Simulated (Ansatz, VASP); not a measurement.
# One calculation of KAgBr2, two programs

```xyz
4
Lattice="2.1856 1.2619 7.0693 -2.1856 1.2619 7.0693 0.0000 -2.5237 7.0693" Properties=species:S:1:pos:R:3 pbc="T T T"
K     2.1856    1.2619    7.0693
Ag    0.0000    0.0000   10.6040
Br    0.0000    0.0000    5.0417
Br    0.0000    0.0000   16.1663
```

Alike in both runs: task single point; functional PBE-based screened hybrid; k mesh 4 × 4 × 4; no spin polarisation.

|  | VASP | Ansatz |
| --- | --- | --- |
| version | VASP 6.6.1 | Ansatz 0.2.0 |
| potentials or method | VASP PAW PBE potentials, release 64 (K_sv, Ag, Br) | plane waves |
| plane-wave cutoff (eV) | 520 | 420 |
| occupations | gaussian, width 0.01 eV | fixed |
| valence electrons in the cell | 34 | 42 |

|  | VASP | Ansatz | Ansatz less VASP |
| --- | --- | --- | --- |
| gap on the k mesh at the Fermi level (eV) | 2.51 | 2.51 | +0.005 |
| pressure (GPa) | 0.9 | 0.9 | -0.01 |
| traceless stress, the component that is largest in VASP (GPa) | -0.10 | -0.11 | -0.009 |

VASP's potentials were made for PBE, not for PBE-based screened hybrid. VASP's potentials hold 34 valence electrons a cell and Ansatz's 42, so a difference there can come from the potentials and not from the codes. Ansatz's warnings: stress exchange threshold loose, stress scf threshold loose.

The k mesh is coarse, so the values compare programs but aren't converged.
